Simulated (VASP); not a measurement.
# BaCaF4 (P4/mmm) in VASP: a series of runs, part 2 of 2

VASP 6.6.1. Earlier steps stand in the parts before.

**3. Single point, PBE**

This run uses another cell than the first one, of 16.47 Å³/atom, 1.018 times its volume.

Input file INCAR:

```
SYSTEM = BaCaF4
  PREC = Accurate
  ENCUT = 520
  EDIFF = 1E-6
  ISMEAR = -1
  SIGMA = 0.02
  LREAL = .False.
  LASPH = .True.
  NELM = 80
  ALGO = Normal
  ISIF = 2
  LWAVE = .False.
  LCHARG = .False.
  GGA = PE
  NBANDS = 33
```

Input file KPOINTS:

```
Automatic mesh
0
Gamma
  6 6 4
  0 0 0
```

Input file POSCAR:

```
BaCaF4
1.0
    4.0706561968      0.0000000000      0.0000000000
    0.0000000000      4.0706561968      0.0000000000
    0.0000000000      0.0000000000      5.9647002897
Ca F Ba
1 4 1
Direct
    0.0000000000      0.0000000000      0.0000000000
    0.0000000000      0.5000000000      0.7772761517
    0.0000000000      0.5000000000      0.2227238483
    0.5000000000      0.0000000000      0.2227238483
    0.5000000000      0.0000000000      0.7772761517
    0.5000000000      0.5000000000      0.5000000000
```

Potentials or basis: VASP PAW PBE potentials, release 64 (Ca_sv, F, Ba_sv).

The run is started by

```console
$ cat potpaw_PBE.64/Ca_sv/POTCAR potpaw_PBE.64/F/POTCAR potpaw_PBE.64/Ba_sv/POTCAR > POTCAR
$ mpirun -np 1 vasp_std > vasp.out
```

OUTCAR:

```text
SYSTEM = BaCaF4
   PREC = Accurate
   ENCUT = 520
   EDIFF = 1E-6
   ISMEAR = -1
   LREAL = .False.
   LASPH = .True.
   NELM = 80
   ISIF = 2
   GGA = PE

 ion  position               nearest neighbor table
   1  0.000  0.000  0.000-   2 2.43   3 2.43   4 2.43   5 2.43   2 2.43   3 2.43   4 2.43   5 2.43

   2  0.000  0.500  0.777-   1 2.43   1 2.43   6 2.62   6 2.62
   3  0.000  0.500  0.223-   1 2.43   1 2.43   6 2.62   6 2.62
   4  0.500  0.000  0.223-   1 2.43   1 2.43   6 2.62   6 2.62
   5  0.500  0.000  0.777-   1 2.43   1 2.43   6 2.62   6 2.62
   6  0.500  0.500  0.500-   2 2.62   3 2.62   4 2.62   5 2.62   4 2.62   5 2.62   2 2.62   3 2.62

  LATTYP: Found a simple tetragonal cell.
 ALAT       =     4.0706561968
 C/A-ratio  =     1.4652920810

  Lattice vectors:

 A1 = (   4.0706561968,   0.0000000000,   0.0000000000)
 A2 = (   0.0000000000,   4.0706561968,   0.0000000000)
 A3 = (   0.0000000000,   0.0000000000,   5.9647002897)

Analysis of symmetry for initial positions (statically):
=====================================================================
 Subroutine PRICEL returns:
 Original cell was already a primitive cell.

 Routine SETGRP: Setting up the symmetry group for a
 simple tetragonal supercell.

 Subroutine GETGRP returns: Found 16 space group operations
 (whereof 16 operations were pure point group operations)
 out of a pool of 16 trial point group operations.

The static configuration has the point symmetry D_4h.

Analysis of symmetry for dynamics (positions and initial velocities):
=====================================================================
 Subroutine PRICEL returns:
 Original cell was already a primitive cell.

 Routine SETGRP: Setting up the symmetry group for a
 simple tetragonal supercell.

 Subroutine GETGRP returns: Found 16 space group operations
 (whereof 16 operations were pure point group operations)
 out of a pool of 16 trial point group operations.

The dynamic configuration has the point symmetry D_4h.

 Subroutine INISYM returns: Found 16 space group operations
 (whereof 16 operations are pure point group operations),
 and found     1 'primitive' translations

----------------------------------------------------------------------------------------

                                     Primitive cell

  volume of cell :      98.8365

  direct lattice vectors                    reciprocal lattice vectors
     4.070656197  0.000000000  0.000000000     0.245660638  0.000000000  0.000000000
     0.000000000  4.070656197  0.000000000     0.000000000  0.245660638  0.000000000
     0.000000000  0.000000000  5.964700290     0.000000000  0.000000000  0.167653017

  length of vectors
     4.070656197  4.070656197  5.964700290     0.245660638  0.245660638  0.167653017

  position of ions in fractional coordinates (direct lattice)
     0.000000000  0.000000000  0.000000000
     0.000000000  0.500000000  0.777276152
     0.000000000  0.500000000  0.222723848
     0.500000000  0.000000000  0.222723848
     0.500000000  0.000000000  0.777276152
     0.500000000  0.500000000  0.500000000

  ion indices of the primitive-cell ions
   primitive index   ion index
                 1           1
                 2           2
                 3           3
                 4           4
                 5           5
                 6           6

----------------------------------------------------------------------------------------

 KPOINTS: Automatic mesh

Automatic generation of k-mesh.
 Grid dimensions read from file:
 generate k-points for:    6    6    4

 Generating k-lattice:

  Cartesian coordinates                     Fractional coordinates (reciprocal lattice)
     0.040943440  0.000000000  0.000000000     0.166666667  0.000000000  0.000000000
     0.000000000  0.040943440  0.000000000     0.000000000  0.166666667  0.000000000
     0.000000000  0.000000000  0.041913254     0.000000000  0.000000000  0.250000000

  Length of vectors
     0.040943440  0.040943440  0.041913254

  Shift w.r.t. Gamma in fractional coordinates (k-lattice)
     0.000000000  0.000000000  0.000000000

 Subroutine IBZKPT returns following result:
 ===========================================

 Found     30 irreducible k-points:

 Following reciprocal coordinates:
            Coordinates               Weight
  0.000000  0.000000  0.000000      1.000000
  0.166667  0.000000  0.000000      4.000000
  0.333333  0.000000  0.000000      4.000000
  0.500000  0.000000  0.000000      2.000000
  0.166667  0.166667  0.000000      4.000000
  0.333333  0.166667  0.000000      8.000000
[... 16 lines left out ...]
  0.333333  0.000000  0.500000      4.000000
  0.500000  0.000000  0.500000      2.000000
 [... further k-points ...]
   k-points           NKPTS =     30   k-points in BZ     NKDIM =     30   number of bands    NBANDS=     33
   number of dos      NEDOS =    301   number of ions     NIONS =      6
   total plane-waves  NPLWV =  43200
   dimension x,y,z NGX =    30 NGY =   30 NGZ =   48
   dimension x,y,z NGXF=    60 NGYF=   60 NGZF=   96
   ions per type =               1   4   1
   NGX,Y,Z   is equivalent  to a cutoff of  12.25, 12.25, 13.38 a.u.
   NGXF,Y,Z  is equivalent  to a cutoff of  24.50, 24.50, 26.76 a.u.
 SYSTEM =  BaCaF4
   PREC   = accura    normal or accurate (medium, high low for compatibility)
   ISTART =      0    job   : 0-new  1-cont  2-samecut
   ICHARG =      2    charge: 1-file 2-atom 10-const
   ISPIN  =      1    spin polarized calculation?
   LNONCOLLINEAR =      F non collinear calculations
   LSORBIT =      F    spin-orbit coupling
   LASPH  =      T    aspherical Exc in radial PAW
   ENCUT  =  520.0 eV  38.22 Ry    6.18 a.u.   7.57  7.57 11.09*2*pi/ulx,y,z
   NELM   =     80;   NELMIN=  2; NELMDL= -5     # of ELM steps
   EDIFF  = 0.1E-05   stopping-criterion for ELM
   LREAL  =      F    real-space projection
   EDIFFG = 0.1E-04   stopping-criterion for IOM
   NSW    =      0    number of steps for IOM
   IBRION =     -1    ionic relax: 0-MD 1-quasi-New 2-CG
   NFREE  =      0    steps in history (QN), initial steepest desc. (CG)
   ISIF   =      2    stress and relaxation
   ISYM   =      2    0-nonsym 1-usesym 2-fastsym
   POTIM  = 0.5000    time-step for ionic-motion
   TEBEG  =    0.0;   TEEND  =   0.0 temperature during run
   PSTRESS=    0.0 pullay stress
   NELECT =      48.0000    total number of electrons
   NUPDOWN=      -1.0000    fix difference up-down
   EMIN   =  10.00;   EMAX   =-10.00  energy-range for DOS
   EFERMI =   0.00;   METHOD = LEGACY
   ISMEAR =    -1;   SIGMA  =   0.02  broadening in eV -4-tet -1-fermi 0-gaus
   EFERMI_NEDOS =   21; number of points for ismear=-14 and -15
   IALGO  =     38    algorithm
   IMIX   =      4    mixing-type and parameters
     AMIX     =   0.40;   BMIX     =  1.00
     AMIX_MAG =   1.60;   BMIX_MAG =  1.00
  volume/ion in A,a.u.               =      16.47       111.16
  Fermi-wavevector in a.u.,A,eV,Ry     =   1.286815  2.431728 22.529787  1.655893
  Thomas-Fermi vector in A             =   2.418867
   LORBIT       =      0    0 simple, 1 ext, 2 COOP (PROOUT), +10 PAW based schemes
   GGA     = PE    functional components
[... 5 lines left out ...]
 non-spin polarized calculation
  energy-cutoff  :      520.00
  volume of cell :       98.84
 maximum number of plane-waves:      2680
   NGX = 15   NGY = 15   NGZ = 23

 number of electron      47.9999989 magnetization

 Free energy of the ion-electron system (eV)
  ---------------------------------------------------
  ext. energy  EPLUGINS =         0.00000000
  ---------------------------------------------------
  free energy    TOTEN  =       -34.05547942 eV

  energy without entropy =      -34.05547942  energy(sigma->0) =      -34.05547942

 E-fermi :  -0.8983     XC(G=0):  -9.1707

 val. band max:       -1.3161916820   @ k =   0.3333   0.3333   0.5000
 cond. band min:       4.9010741690   @ k =   0.0000   0.0000   0.0000
 fundamental gap:      6.2172658509
 Fermi energy:        -0.8982502186

 k-point     1 :       0.0000    0.0000    0.0000
  band No.  band energies     occupation
      1     -37.8296      2.00000
      2     -24.4726      2.00000
      3     -21.2283      2.00000
      4     -20.7988      2.00000
      5     -20.7417      2.00000
      6     -20.5240      2.00000
[... 25 lines left out ...]
     32       9.1400      0.00000
     33       9.3138      0.00000
[... 797 lines left out ...]
      3     -21.2117      2.00000
      4     -20.9617      2.00000
      5     -20.8931      2.00000
      6     -20.6135      2.00000
[... 25 lines left out ...]
     32       8.9457      0.00000
     33       9.3715      0.00000

 [... further k-points ...]
[... 5 lines left out ...]
  --------------------------------------------------------------------------------------
  -------------------------------------------------------------------------------------
  Total        1.9187246      1.9187246      1.8795568      0.0000000      0.0000000      0.0000000
  in kB       31.1032479     31.1032479     30.4683237      0.0000000      0.0000000      0.0000000
  external PRESSURE =      30.8916065 kB  Pullay stress =       0.0000000 kB

 VOLUME and BASIS-vectors are now :
 -----------------------------------------------------------------------------
  energy-cutoff  :      520.00
  volume of cell :       98.84
      direct lattice vectors                 reciprocal lattice vectors
     4.070656197  0.000000000  0.000000000     0.245660638  0.000000000  0.000000000
     0.000000000  4.070656197  0.000000000     0.000000000  0.245660638  0.000000000
     0.000000000  0.000000000  5.964700290     0.000000000  0.000000000  0.167653017

 POSITION                                       TOTAL-FORCE (eV/Angst)
 -----------------------------------------------------------------------------------
      0.00000      0.00000      0.00000        -0.000000      0.000000      0.000000
      0.00000      2.03533      4.63622        -0.000000     -0.000000      0.004446
      0.00000      2.03533      1.32848         0.000000     -0.000000     -0.004446
      2.03533      0.00000      1.32848         0.000000      0.000000     -0.004446
      2.03533      0.00000      4.63622         0.000000      0.000000      0.004446
      2.03533      2.03533      2.98235        -0.000000      0.000000      0.000000
 -----------------------------------------------------------------------------------
    total drift:                                0.000000     -0.000000      0.000000

  FREE ENERGIE OF THE ION-ELECTRON SYSTEM (eV)
  ---------------------------------------------------
  free  energy   TOTEN  =       -34.0554794222 eV

  energy  without entropy=      -34.0554794222  energy(sigma->0) =      -34.05547942
```

It took 56 s on 1 thread of Intel Xeon Platinum 8488C (Sapphire Rapids), shared host; peak memory 0.25 GiB.

What came out:

* Free energy: -34.0555 eV
* Pressure: 3.1 GPa
* Largest force: 0.004 eV/Å
* Band gap on the k mesh: 6.22 eV, indirect (least direct gap 6.47 eV)

Forces on the atoms (eV/Å):
```
Ca   0.000  0.000  0.000
F    0.000  0.000  0.004
F    0.000  0.000 -0.004
F    0.000  0.000 -0.004
F    0.000  0.000  0.004
Ba   0.000  0.000  0.000
```

Caveat: spin-orbit coupling is left out, which moves the levels of the heavy elements.

**4. Single point, PBE**

This run uses another cell than the first one, of 17.03 Å³/atom, 1.052 times its volume.

Input file INCAR:

```
  ALGO = Normal
  EDIFF = 1E-6
  ENCUT = 520
  GGA = PE
  ISIF = 2
  ISMEAR = -1
  LASPH = True
  LCHARG = False
  LREAL = False
  LWAVE = False
  NBANDS = 33
  NELM = 100
  PREC = Accurate
  SIGMA = 0.02
```

Input file KPOINTS:

```
k-points
0
Gamma
  6 6 4
```

Input file POSCAR:

```
BaCaF4
1.0
    4.1268790493      0.0000000000      0.0000000000
    0.0000000000      4.1268790493      0.0000000000
    0.0000000000      0.0000000000      6.0011963295
Ca F Ba
1 4 1
Direct
    0.0000000000      0.0000000000      0.0000000000
    0.0000000000      0.5000000000      0.7750914375
    0.0000000000      0.5000000000      0.2249085625
    0.5000000000      0.0000000000      0.2249085625
    0.5000000000      0.0000000000      0.7750914375
    0.5000000000      0.5000000000      0.5000000000
```

The run is started by

```console
$ cat potpaw_PBE.64/Ca_sv/POTCAR potpaw_PBE.64/F/POTCAR potpaw_PBE.64/Ba_sv/POTCAR > POTCAR
$ mpirun -np 1 vasp_std > vasp.out
```

It took 51 s on 1 thread of Intel Xeon Platinum 8488C (Sapphire Rapids), shared host; peak memory 0.26 GiB.

The run converged. Its results:

| Quantity | Value |
| --- | --- |
| Free energy | -34.0991 eV |
| Pressure | 0.8 GPa |
| Largest force | 0.068 eV/Å |
| Band gap on the k mesh | 6.20 eV, indirect (least direct gap 6.42 eV) |

Forces in eV/Å, atoms in the order of the input:
```
Ca   0.000  0.000  0.000
F    0.000  0.000  0.068
F    0.000  0.000 -0.068
F    0.000  0.000 -0.068
F    0.000  0.000  0.068
Ba   0.000  0.000  0.000
```

Stress tensor (GPa, compression positive):
```
0.74 0.00 0.00
0.00 0.74 0.00
0.00 0.00 0.86
```

Levels at points of the mesh, in eV from the valence-band top:
| k point | band 22 | band 23 | band 24 | band 25 | band 26 | band 27 |
| --- | --- | --- | --- | --- | --- | --- |
| (0.00, 0.00, 0.00) | -0.26 | -0.23 | -0.23 | 6.20 | 7.69 | 8.57 |
| (0.50, 0.00, 0.00) | -0.60 | -0.43 | -0.01 | 7.82 | 8.66 | 8.80 |
| (0.50, 0.50, 0.00) | -0.35 | -0.22 | -0.12 | 6.55 | 8.10 | 8.76 |
| (0.00, 0.00, 0.50) | -0.42 | -0.14 | -0.14 | 6.91 | 8.24 | 8.69 |
| (0.50, 0.00, 0.50) | -0.37 | -0.34 | -0.13 | 8.42 | 8.53 | 8.80 |
| (0.50, 0.50, 0.50) | -0.23 | -0.19 | -0.19 | 6.83 | 8.21 | 8.70 |

Caveat: spin-orbit coupling is left out, which moves the levels of the heavy elements. A k mesh can miss the band edges.

**5. Summary**

```csv
level,cell,gap on the mesh (eV),pressure (GPa),largest force (eV/Å)
PBEsol,"a = 4.053, b = 4.053, c = 5.911 Å, 6 atoms",6.16,1.0,0.08
PBE,"a = 4.071, b = 4.071, c = 5.965 Å, 6 atoms",6.22,3.1,-
PBE,"a = 4.127, b = 4.127, c = 6.001 Å, 6 atoms",6.20,0.8,0.07
```

Alike in all rows: task single point; potentials or basis VASP PAW PBE potentials, release 64 (Ca_sv, F, Ba_sv); no spin polarisation; k mesh 6 × 6 × 4; cutoff (eV) 520; smearing fermi-dirac 0.02 eV.

Caveats: spin-orbit coupling is left out, which moves the levels of the heavy elements; the PAW data sets were made with another functional, which shifts forces and pressure a little (some runs).

Total energies depend on the potentials used, so only differences within one code and one set of settings carry meaning.
